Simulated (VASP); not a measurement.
# Mg (P6_3/mmc) in VASP: notebook

Mg is run at these levels: LDA; tasks: single point, relaxation of cell and atoms.

All numbers are computed with VASP 6.6.1; they aren't measurements. Logs are shortened: lines on timing, memory, paths and dates and some standing lists are left out, and cuts for length are marked.

## 1. The cell of the first run

The structure is hexagonal, space group P6_3/mmc (No. 194). The conventional cell has a = 3.147 Å, b = 3.147 Å, c = 5.049 Å, α = 90.00°, β = 90.00°, γ = 120.00°. Mg (site symmetry -6m2) has 12 Mg at 3.11 to 3.15 Å within 4.1 Å.

## 2. Single point, LDA

File INCAR:

```
PREC = Accurate
ENCUT = 520
EDIFF = 1E-6
ISMEAR = -1
SIGMA = 0.15
LREAL = F
LASPH = T
NELM = 80
ALGO = Normal
ISIF = 2
LWAVE = F
LCHARG = T
GGA = CA
LELF = T
LVHAR = T
NBANDS = 9
```

File KPOINTS:

```
Automatic mesh
0
Gamma
  12 12 8
```

File POSCAR:

```
Mg
1.0
    3.1465162292      0.0000000000      0.0000000000
   -1.5732581146      2.7249629879      0.0000000000
    0.0000000000      0.0000000000      5.0492109286
Mg
2
Direct
    0.3333333333      0.6666666667      0.2500000000
    0.6666666667      0.3333333333      0.7500000000
```

Potentials or basis: VASP PAW LDA potentials, release 64 (Mg).

On the command line:

```
$ cat potpaw_LDA.64/Mg/POTCAR > POTCAR
$ mpirun -np 1 vasp_std > vasp.out
```

OUTCAR:

```text
PREC = Accurate
   ENCUT = 520
   EDIFF = 1E-6
   ISMEAR = -1
   LREAL = F
   LASPH = T
   NELM = 80
   ISIF = 2
   GGA = CA

 ion  position               nearest neighbor table
   1  0.333  0.667  0.250-   2 3.11   2 3.11   2 3.11   2 3.11   2 3.11   2 3.11
   2  0.667  0.333  0.750-   1 3.11   1 3.11   1 3.11   1 3.11   1 3.11   1 3.11

  LATTYP: Found a hexagonal cell.
 ALAT       =     3.1465162292
 C/A-ratio  =     1.6046988354

  Lattice vectors:

 A1 = (   3.1465162292,   0.0000000000,   0.0000000000)
 A2 = (  -1.5732581146,   2.7249629879,   0.0000000000)
 A3 = (   0.0000000000,   0.0000000000,   5.0492109286)

Analysis of symmetry for initial positions (statically):
=====================================================================
 Subroutine PRICEL returns:
 Original cell was already a primitive cell.

 Routine SETGRP: Setting up the symmetry group for a
 hexagonal supercell.

 Subroutine GETGRP returns: Found 24 space group operations
 (whereof 12 operations were pure point group operations)
 out of a pool of 24 trial point group operations.

The static configuration has the point symmetry D_3d.
 The point group associated with its full space group is D_6h.

Analysis of symmetry for dynamics (positions and initial velocities):
=====================================================================
 Subroutine PRICEL returns:
 Original cell was already a primitive cell.

 Routine SETGRP: Setting up the symmetry group for a
 hexagonal supercell.

 Subroutine GETGRP returns: Found 24 space group operations
 (whereof 12 operations were pure point group operations)
 out of a pool of 24 trial point group operations.

The dynamic configuration has the point symmetry D_3d.
 The point group associated with its full space group is D_6h.

 Subroutine INISYM returns: Found 24 space group operations
 (whereof 12 operations are pure point group operations),
 and found     1 'primitive' translations

----------------------------------------------------------------------------------------

                                     Primitive cell

  volume of cell :      43.2926

  direct lattice vectors                    reciprocal lattice vectors
     3.146516229  0.000000000  0.000000000     0.317811804  0.183488731  0.000000000
    -1.573258115  2.724962988  0.000000000     0.000000000  0.366977462  0.000000000
     0.000000000  0.000000000  5.049210929     0.000000000  0.000000000  0.198050748

  length of vectors
     3.146516229  3.146516229  5.049210929     0.366977462  0.366977462  0.198050748

  position of ions in fractional coordinates (direct lattice)
     0.333333333  0.666666667  0.250000000
     0.666666667  0.333333333  0.750000000

  ion indices of the primitive-cell ions
   primitive index   ion index
                 1           1
                 2           2

----------------------------------------------------------------------------------------

 KPOINTS: Automatic mesh

Automatic generation of k-mesh.
 Grid dimensions read from file:
 generate k-points for:   12   12    8

 Generating k-lattice:

  Cartesian coordinates                     Fractional coordinates (reciprocal lattice)
     0.026484317  0.015290728  0.000000000     0.083333333  0.000000000  0.000000000
     0.000000000  0.030581455  0.000000000     0.000000000  0.083333333  0.000000000
     0.000000000  0.000000000  0.024756343     0.000000000  0.000000000  0.125000000

  Length of vectors
     0.030581455  0.030581455  0.024756343

  Shift w.r.t. Gamma in fractional coordinates (k-lattice)
     0.000000000  0.000000000  0.000000000

 Subroutine IBZKPT returns following result:
 ===========================================

 Found     95 irreducible k-points:

 Following reciprocal coordinates:
            Coordinates               Weight
  0.000000  0.000000  0.000000      1.000000
  0.083333 -0.000000  0.000000      6.000000
  0.166667  0.000000  0.000000      6.000000
  0.250000 -0.000000  0.000000      6.000000
  0.333333 -0.000000  0.000000      6.000000
  0.416667 -0.000000  0.000000      6.000000
[... 16 lines left out ...]
  0.250000 -0.000000  0.125000     12.000000
  0.333333 -0.000000  0.125000     12.000000
 [... further k-points ...]
   k-points           NKPTS =     95   k-points in BZ     NKDIM =     95   number of bands    NBANDS=      9
   number of dos      NEDOS =    301   number of ions     NIONS =      2
   total plane-waves  NPLWV =  23040
   dimension x,y,z NGX =    24 NGY =   24 NGZ =   40
   dimension x,y,z NGXF=    48 NGYF=   48 NGZF=   80
   ions per type =               2
   NGX,Y,Z   is equivalent  to a cutoff of  12.68, 12.68, 13.17 a.u.
   NGXF,Y,Z  is equivalent  to a cutoff of  25.36, 25.36, 26.34 a.u.
 SYSTEM =  unknown system
   PREC   = accura    normal or accurate (medium, high low for compatibility)
   ISTART =      0    job   : 0-new  1-cont  2-samecut
   ICHARG =      2    charge: 1-file 2-atom 10-const
   ISPIN  =      1    spin polarized calculation?
   LNONCOLLINEAR =      F non collinear calculations
   LSORBIT =      F    spin-orbit coupling
   LASPH  =      T    aspherical Exc in radial PAW
   ENCUT  =  520.0 eV  38.22 Ry    6.18 a.u.   5.85  5.85  9.39*2*pi/ulx,y,z
   NELM   =     80;   NELMIN=  2; NELMDL= -5     # of ELM steps
   EDIFF  = 0.1E-05   stopping-criterion for ELM
   LREAL  =      F    real-space projection
   EDIFFG = 0.1E-04   stopping-criterion for IOM
   NSW    =      0    number of steps for IOM
   IBRION =     -1    ionic relax: 0-MD 1-quasi-New 2-CG
   NFREE  =      0    steps in history (QN), initial steepest desc. (CG)
   ISIF   =      2    stress and relaxation
   ISYM   =      2    0-nonsym 1-usesym 2-fastsym
   POTIM  = 0.5000    time-step for ionic-motion
   TEBEG  =    0.0;   TEEND  =   0.0 temperature during run
   PSTRESS=    0.0 pullay stress
   NELECT =       4.0000    total number of electrons
   NUPDOWN=      -1.0000    fix difference up-down
   EMIN   =  10.00;   EMAX   =-10.00  energy-range for DOS
   EFERMI =   0.00;   METHOD = LEGACY
   ISMEAR =    -1;   SIGMA  =   0.15  broadening in eV -4-tet -1-fermi 0-gaus
   EFERMI_NEDOS =   21; number of points for ismear=-14 and -15
   IALGO  =     38    algorithm
   IMIX   =      4    mixing-type and parameters
     AMIX     =   0.40;   BMIX     =  1.00
     AMIX_MAG =   1.60;   BMIX_MAG =  1.00
  volume/ion in A,a.u.               =      21.65       146.08
  Fermi-wavevector in a.u.,A,eV,Ry     =   0.740100  1.398585  7.452555  0.547747
  Thomas-Fermi vector in A             =   1.834421
   LORBIT       =      0    0 simple, 1 ext, 2 COOP (PROOUT), +10 PAW based schemes
   GGA     = CA    functional components
   LHFCALC =     F    Hartree Fock is set to
   AEXX    =    0.0000 exact exchange contribution
   IVDW    =     0    specifies the selected vdW correction
   LEPSILON=     F    determine dielectric tensor
   LRPA    =     F    only Hartree local field effects (RPA)
 non-spin polarized calculation
  energy-cutoff  :      520.00
  volume of cell :       43.29
 maximum number of plane-waves:      1194
 NGX is ok and might be reduce to    24
   NGX = 11   NGY = 11   NGZ = 19

 number of electron       4.0000000 magnetization

 Free energy of the ion-electron system (eV)
  ---------------------------------------------------
  ext. energy  EPLUGINS =         0.00000000
  ---------------------------------------------------
  free energy    TOTEN  =        -3.64900578 eV

  energy without entropy =       -3.58924453  energy(sigma->0) =       -3.61912515

 E-fermi :   2.7577     XC(G=0):  -8.8710

 val. band max:        2.7563809870   @ k =   0.2500   0.0833   0.0000
 cond. band min:       2.8009427078   @ k =   0.2500  -0.0000   0.0000
 fundamental gap:      0.0445617208
 Fermi energy:         2.7577304432

 k-point     1 :       0.0000    0.0000    0.0000
  band No.  band energies     occupation
      1      -4.3945      2.00000
      2       1.0969      1.99997
      3       1.6193      1.99899
      4      13.8929      0.00000
      5      13.8929      0.00000
      6      14.0276      0.00000
      7      14.0276      0.00000
      8      15.0025      0.00000
      9      16.5780      0.00000

 k-point     2 :       0.0833   -0.0000    0.0000
  band No.  band energies     occupation
      1      -4.2536      2.00000
      2       1.2243      1.99993
      3       1.7557      1.99749
      4      11.5978      0.00000
      5      12.6810      0.00000
      6      13.5461      0.00000
      7      15.4314      0.00000
      8      15.9523      0.00000
      9      16.4271      0.00000

 k-point     3 :       0.1667    0.0000    0.0000
  band No.  band energies     occupation
      1      -3.8323      2.00000
      2       1.6068      1.99907
      3       2.1589      1.96376
      4       9.0219      0.00000
      5      11.6343      0.00000
      6      12.2999      0.00000
      7      13.9121      0.00000
      8      14.9818      0.00000
      9      16.4792      0.00000

 k-point     4 :       0.2500   -0.0000    0.0000
  band No.  band energies     occupation
      1      -3.1346      2.00000
      2       2.2451      1.93649
      3       2.8009      0.85695
      4       6.6402      0.00000
      5      10.8215      0.00000
      6      10.9776      0.00000
      7      11.5106      0.00000
      8      13.3553      0.00000
      9      15.4302      0.00000
[... 205 lines left out ...]
 k-point    22 :       0.1667    0.0000    0.1250
  band No.  band energies     occupation
      1      -3.7405      2.00000
      2       0.5469      2.00000
      3       3.3725      0.03266
      4       9.1015      0.00000
      5      11.7099      0.00000
      6      12.1751      0.00000
      7      13.3554      0.00000
      8      15.2773      0.00000
      9      15.3361      0.00000

 k-point    23 :       0.2500   -0.0000    0.1250
  band No.  band energies     occupation
      1      -3.0435      2.00000
      2       1.2049      1.99994
      3       3.9798      0.00058
      4       6.7367      0.00000
      5      10.3325      0.00000
      6      10.8975      0.00000
      7      11.8052      0.00000
      8      13.8430      0.00000
      9      14.5559      0.00000

 k-point    24 :       0.3333   -0.0000    0.1250
  band No.  band energies     occupation
      1      -2.0767      2.00000
      2       2.0992      1.97550
      3       4.1625      0.00017
      4       5.2766      0.00000
      5       8.3299      0.00000
      6      10.3184      0.00000
      7      10.4535      0.00000
      8      12.4432      0.00000
      9      13.9603      0.00000

 [... further k-points ...]
[... 5 lines left out ...]
  --------------------------------------------------------------------------------------
  -------------------------------------------------------------------------------------
  Total       -0.0868131     -0.0868131     -0.0868593      0.0000000      0.0000000      0.0000000
  in kB       -3.2127845     -3.2127845     -3.2144951      0.0000000      0.0000000      0.0000000
  external PRESSURE =      -3.2133547 kB  Pullay stress =       0.0000000 kB

 VOLUME and BASIS-vectors are now :
 -----------------------------------------------------------------------------
  energy-cutoff  :      520.00
  volume of cell :       43.29
      direct lattice vectors                 reciprocal lattice vectors
     3.146516229  0.000000000  0.000000000     0.317811804  0.183488731  0.000000000
    -1.573258115  2.724962988  0.000000000     0.000000000  0.366977462  0.000000000
     0.000000000  0.000000000  5.049210929     0.000000000  0.000000000  0.198050748

 POSITION                                       TOTAL-FORCE (eV/Angst)
 -----------------------------------------------------------------------------------
     -0.00000      1.81664      1.26230         0.000000     -0.000000      0.000000
      1.57326      0.90832      3.78691        -0.000000      0.000000      0.000000
 -----------------------------------------------------------------------------------
    total drift:                                0.000000     -0.000000      0.000000

  FREE ENERGIE OF THE ION-ELECTRON SYSTEM (eV)
  ---------------------------------------------------
  free  energy   TOTEN  =        -3.6490057806 eV

  energy  without entropy=       -3.5892445285  energy(sigma->0) =       -3.61912515
```

It took 9.4 s on 1 thread of Intel Xeon 6975P-C (Granite Rapids), shared host; peak memory 0.16 GiB.

What came out:

```
Free energy            : -3.6490 eV
Pressure               : -0.3 GPa
Band gap on the k mesh : zero (bands 2 and 3 overlap by 2.15 eV)
```

Levels at points of the mesh, in eV from the Fermi level:
```csv
k point,band 1,band 2,band 3,band 4,band 5
"(0.00, 0.00, 0.00)",-7.15,-1.66,-1.14,11.14,11.14
"(0.50, 0.00, 0.00)",-2.23,-2.22,2.78,3.14,3.51
"(0.00, 0.00, 0.50)",-5.69,-5.69,5.40,5.40,11.90
"(0.50, 0.00, 0.50)",-1.13,-1.13,-0.45,-0.45,8.24
```

## 3. Relaxation of cell and atoms, LDA

This run uses another cell than the first one, of 21.60 Å³/atom.

File INCAR:

```
PREC = Accurate
ENCUT = 600
EDIFF = 1E-7
ISMEAR = -1
SIGMA = 0.15
LREAL = False
LASPH = True
NELM = 100
ALGO = Normal
ISIF = 3
LWAVE = False
LCHARG = False
GGA = CA
IBRION = 2
NSW = 80
EDIFFG = -0.001
```

KPOINTS is that of step 2.

File POSCAR:

```
Mg
1.0
    3.1506839594      0.0000000000      0.0000000000
   -1.5753419797      2.7285723481      0.0000000000
    0.0000000000      0.0000000000      5.0241572917
Mg
2
Direct
    0.3333333333      0.6666666667      0.2500000000
    0.6666666667      0.3333333333      0.7500000000
```

Potentials or basis: VASP PAW LDA potentials, release 64 (Mg).

On the command line:

```
$ cat potpaw_LDA.64/Mg/POTCAR > POTCAR
$ mpirun -np 1 vasp_std > vasp.out
```

Wall time 24 s (1 thread of Intel Xeon 6975P-C (Granite Rapids), shared host); peak memory 0.17 GiB.

The run converged. Its results:

```yaml
Free_energy: -3.6495 eV
Relaxed_volume: 21.47 Å³/atom
Relaxed_cell: a = 3.138 Å, b = 3.138 Å, c = 5.036 Å, α = 90.00°, β = 90.00°, γ = 120.00°
Space_group_after_relaxing_to_0.1_Å: P6_3/mmc (No. 194)
Energy_gained_by_relaxing: 0.2 meV/atom
Ionic_steps: 5
Pressure_after_relaxing: 0.0 GPa
Band_gap_on_the_k_mesh: zero (bands 2 and 3 overlap by 2.15 eV)
```

The path:
```
step  energy change (eV)  largest force (eV/Å)  pressure (GPa)  volume (Å³)
   1              0.0000                0.0000           -0.23        43.19
   2             -0.0003                0.0000           -0.05        43.00
   3             -0.0003                0.0000            0.05        42.89
   4             -0.0004                0.0000            0.03        42.92
   5             -0.0004                0.0000            0.00        42.94
```

Final structure:
```
Mg
1.0
     3.13801    0.00000    0.00000
    -1.56900    2.71759    0.00000
     0.00000    0.00000    5.03586
Mg
2
Direct
  0.33333 0.66667 0.25000
  0.66667 0.33333 0.75000
```

Levels at points of the mesh, in eV from the Fermi level:
| k point | band 1 | band 2 | band 3 | band 4 | band 5 |
| --- | --- | --- | --- | --- | --- |
| (0.00, 0.00, 0.00) | -7.19 | -1.67 | -1.14 | 11.18 | 11.18 |
| (0.50, 0.00, 0.00) | -2.24 | -2.22 | 2.79 | 3.14 | 3.53 |
| (0.00, 0.00, 0.50) | -5.71 | -5.71 | 5.42 | 5.42 | 11.95 |
| (0.50, 0.00, 0.50) | -1.14 | -1.14 | -0.45 | -0.45 | 8.28 |
